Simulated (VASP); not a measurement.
# Cu36B (a cell with a defect) in VASP: a series of runs, part 2 of 2

VASP 6.6.1.

### 3 Single point, PBE

Contents of INCAR:

```
  PREC = Accurate
  ENCUT = 520
  EDIFF = 1E-6
  ISMEAR = 1
  SIGMA = 0.1
  LREAL = Auto
  LASPH = True
  NELM = 100
  ALGO = Normal
  ISIF = 2
  LWAVE = False
  LCHARG = False
  GGA = PE
  NBANDS = 224
```

Contents of KPOINTS:

```
regular mesh
0
Gamma
  1 1 1
```

Contents of POSCAR:

```
Cu36B
1.0
    0.0000000000      5.4455251000      5.4455251000
    5.4455251000      0.0000000000      5.4455251000
    7.2607001300      7.2607001300      0.0000000000
Cu B
36 1
Direct
   -0.0012754509     -0.0015191372     -0.0000789869
    0.0109870947     -0.0070407352      0.2461288124
    0.0143164339     -0.0118983016      0.5040984250
    0.0022931673      0.0015797375      0.7507848282
   -0.0047616161      0.3314033940      0.0044851735
   -0.0074480421      0.3311870695      0.2528204536
    0.0066993539      0.3312779699      0.5015774560
    0.0008314166      0.3345659907      0.7538076772
   -0.0097472694      0.6648673789      0.0049091684
   -0.0070800335      0.6626267318      0.2482927910
    0.0036463885      0.6627923724      0.5039382476
    0.0020155081      0.6620486425      0.7573719340
    0.3384267754     -0.0076933811     -0.0037823487
    0.3355379815      0.0239204664      0.2280074194
    0.3410209238      0.0003856377      0.5003809460
    0.3370997225      0.0078609499      0.7453277099
    0.3275252556      0.3405583421     -0.0042942140
    0.3317982135      0.3254530036      0.2489879030
    0.3383510251      0.3429669253      0.5000188598
    0.3331927531      0.3173889512      0.7661359649
    0.3303211292      0.6685085337     -0.0068107757
    0.3435398728      0.6472676069      0.2243888290
    0.3519022436      0.6322739197      0.5461318370
    0.3321211392      0.6734825260      0.7611129645
    0.6666168888      0.0019785053     -0.0071942098
    0.6686065959     -0.0034547633      0.2465037762
    0.6740523517      0.0032590062      0.4965357246
    0.6708971923      0.0056186501      0.7435181736
    0.6627144185      0.3349998332     -0.0024142300
    0.6699957181      0.3260191565      0.2475095332
    0.6768150789      0.3301965315      0.4987474259
    0.6657184447      0.3379425246      0.7484238989
    0.6696629679      0.6685258874     -0.0095670526
    0.6447774890      0.6709733098      0.2500769853
    0.6769708031      0.6681944226      0.5005208086
    0.6700680711      0.6713693230      0.7483394718
    0.2514575683      0.7764737876      0.3750225806
```

Potentials or basis: VASP PAW PBE potentials, release 64 (Cu, B).

The run is started by

```console
> cat potpaw_PBE.64/Cu/POTCAR potpaw_PBE.64/B/POTCAR > POTCAR
> mpirun -np 1 vasp_gam > vasp.out
```

OUTCAR:

```text
PREC = Accurate
   ENCUT = 520
   EDIFF = 1E-6
   ISMEAR = 1
   LREAL = Auto
   LASPH = True
   NELM = 100
   ISIF = 2
   GGA = PE

 ion  position               nearest neighbor table
   1  0.999  0.998  1.000-   4 2.53  26 2.54  21 2.55   2 2.56   8 2.56  10 2.57  13 2.57   5 2.57
                             9 2.58  25 2.58  29 2.59  16 2.61
   2  0.011  0.993  0.246-  37 2.26  14 2.53  13 2.54   5 2.55   1 2.56   6 2.57  27 2.58  30 2.60
                            11 2.60  10 2.60  26 2.62  22 2.63   3 2.64
   3  0.014  0.988  0.504-  37 2.12   4 2.54  15 2.55  11 2.55  28 2.56  12 2.56   7 2.60  27 2.60
                             6 2.62  31 2.62   2 2.64  14 2.67  23 2.70
   4  0.002  0.002  0.751-   1 2.53  24 2.54  25 2.54   3 2.54   7 2.55   8 2.57  28 2.57  16 2.58
                            12 2.58  15 2.59  32 2.59   9 2.60
   5  0.995  0.331  0.004-  30 2.50  20 2.53   6 2.54   8 2.54  12 2.54   2 2.55  17 2.55   9 2.55
                            33 2.55   1 2.57  29 2.58  13 2.63
   6  0.993  0.331  0.253-  31 2.48  14 2.51  10 2.53  30 2.53   5 2.54   9 2.56   2 2.57  18 2.57
                            17 2.61   7 2.61   3 2.62  34 2.65
   7  0.007  0.331  0.502-   4 2.55  18 2.55  11 2.55  31 2.56  15 2.56  35 2.57  10 2.58   8 2.58
                            32 2.58  19 2.59   3 2.60   6 2.61
   8  0.001  0.335  0.754-   5 2.54  12 2.55  11 2.55  16 2.55  29 2.55   1 2.56  20 2.56  36 2.57
[... 510 lines left out ...]
    210      10.4384      0.00000
    211      10.7156      0.00000
 [bands above 211 left out]

------------------------ aborting loop because EDIFF is reached ----------------------------------------

  FORCE on cell =-STRESS in cart. coord.  units (eV):
  Direction    XX          YY          ZZ          XY          YZ          ZX
  --------------------------------------------------------------------------------------
  -------------------------------------------------------------------------------------
  Total        3.3576298      6.9304923      0.4860176     18.8217051     -6.9861960     -0.8765529
  in kB       12.4926727     25.7861583      1.8083169     70.0295801    -25.9934138     -3.2613745
  external PRESSURE =      13.3623826 kB  Pullay stress =       0.0000000 kB

 VOLUME and BASIS-vectors are now :
 -----------------------------------------------------------------------------
  energy-cutoff  :      520.00
  volume of cell :      430.61
      direct lattice vectors                 reciprocal lattice vectors
     0.000000000  5.445525100  5.445525100    -0.091818510  0.091818510  0.091818510
     5.445525100  0.000000000  5.445525100     0.091818510 -0.091818510  0.091818510
     7.260700130  7.260700130  0.000000000     0.068863882  0.068863882 -0.068863882

 POSITION                                       TOTAL-FORCE (eV/Angst)
 -----------------------------------------------------------------------------------
     12.69738     12.69871     10.87583         0.022576      0.017440      0.002311
      7.19425      1.84690      5.46702        -0.018292      0.089930      0.045121
      9.04084      3.73807      5.45869        -0.026149      0.042145     -0.050065
      5.45983      5.46371      0.02109         0.002903      0.002703      0.000439
      1.83723      5.45216      7.22426        -0.006935     -0.011703      0.014886
      3.63914      7.24062      7.20845        -0.001160     -0.028064      0.068693
[... 29 lines left out ...]
      9.08943      9.08234      7.30483         0.029437      0.001640     -0.042800
      6.95123      4.09224      5.59763         0.639874     -0.644720     -0.059641
 -----------------------------------------------------------------------------------
    total drift:                                0.001047     -0.002387      0.000351

  FREE ENERGIE OF THE ION-ELECTRON SYSTEM (eV)
  ---------------------------------------------------
  free  energy   TOTEN  =      -145.5751267077 eV

  energy  without entropy=     -145.5482626972  energy(sigma->0) =     -145.56617204
```

OSZICAR:

```text
N       E                     dE             d eps       ncg     rms          rms(c)
DAV:   1     0.588170863501E+04    0.58817E+04   -0.17884E+05   456   0.368E+03
DAV:   2     0.117612618088E+04   -0.47056E+04   -0.46023E+04   448   0.942E+02
DAV:   3    -0.211710838150E+02   -0.11973E+04   -0.11464E+04   448   0.369E+02
[... 12 lines left out ...]
DAV:  16    -0.145575125851E+03    0.27853E-04   -0.40726E-04   480   0.346E-01    0.271E-02
DAV:  17    -0.145575128387E+03   -0.25362E-05   -0.14209E-04   656   0.109E-01    0.131E-02
DAV:  18    -0.145575130033E+03   -0.16455E-05   -0.34217E-05   504   0.703E-02    0.107E-02
DAV:  19    -0.145575127164E+03    0.28685E-05   -0.97002E-06   544   0.374E-02    0.525E-03
DAV:  20    -0.145575126708E+03    0.45658E-06   -0.71667E-06   440   0.279E-02
   1 F= -.14557513E+03 E0= -.14556617E+03  d E =-.268640E-01
```

stdout:

```text
POSCAR found type information on POSCAR CuB
 POSCAR found :  2 types and      37 ions
 scaLAPACK will be used
 LDA part: xc-table for (Slater+PW92), standard interpolation
 POSCAR, INCAR and KPOINTS ok, starting setup
 FFT: planning ... GRIDC
 FFT: planning ... GRID_SOFT
 FFT: planning ... GRID
 WAVECAR not read
 entering main loop
```

Wall time 4.8 min (1 thread of Intel Xeon Platinum 8488C (Sapphire Rapids), shared host); peak memory 0.61 GiB.

What came out:

```yaml
Free_energy: -145.5751 eV
Pressure: 1.3 GPa
Largest_force: 0.910 eV/Å
```

Forces in eV/Å, atoms in the order of the input:
```
Cu   0.023  0.017  0.002
Cu  -0.018  0.090  0.045
Cu  -0.026  0.042 -0.050
Cu   0.003  0.003  0.000
Cu  -0.007 -0.012  0.015
Cu  -0.001 -0.028  0.069
Cu  -0.050  0.022 -0.013
Cu  -0.006  0.007 -0.021
Cu   0.042 -0.021 -0.017
Cu  -0.001  0.038  0.043
Cu  -0.006 -0.014 -0.170
Cu  -0.102  0.005  0.075
Cu   0.021  0.059 -0.027
Cu   0.070 -0.062  0.232
Cu  -0.069  0.003 -0.050
Cu  -0.010  0.007 -0.018
Cu  -0.004 -0.055  0.072
Cu   0.028  0.034  0.050
Cu  -0.030  0.012 -0.050
Cu  -0.050  0.020 -0.023
Cu   0.029  0.005  0.007
Cu  -0.023  0.194  0.072
Cu  -0.344  0.037  0.017
Cu  -0.046 -0.097 -0.001
Cu   0.012  0.014  0.015
Cu   0.003  0.054  0.023
Cu  -0.014  0.026 -0.047
Cu   0.025  0.031 -0.054
Cu  -0.001  0.002  0.004
Cu  -0.023  0.087 -0.008
Cu  -0.136  0.076 -0.012
Cu  -0.016 -0.017 -0.004
Cu  -0.032  0.057  0.029
Cu   0.136 -0.013 -0.085
Cu  -0.046  0.018 -0.018
Cu   0.029  0.002 -0.043
B    0.640 -0.645 -0.060
```

Stress tensor (GPa, compression positive):
```
 1.25  7.00 -0.33
 7.00  2.58 -2.60
-0.33 -2.60  0.18
```

Caveat: the k points lie up to 1.00 Å⁻¹ apart.
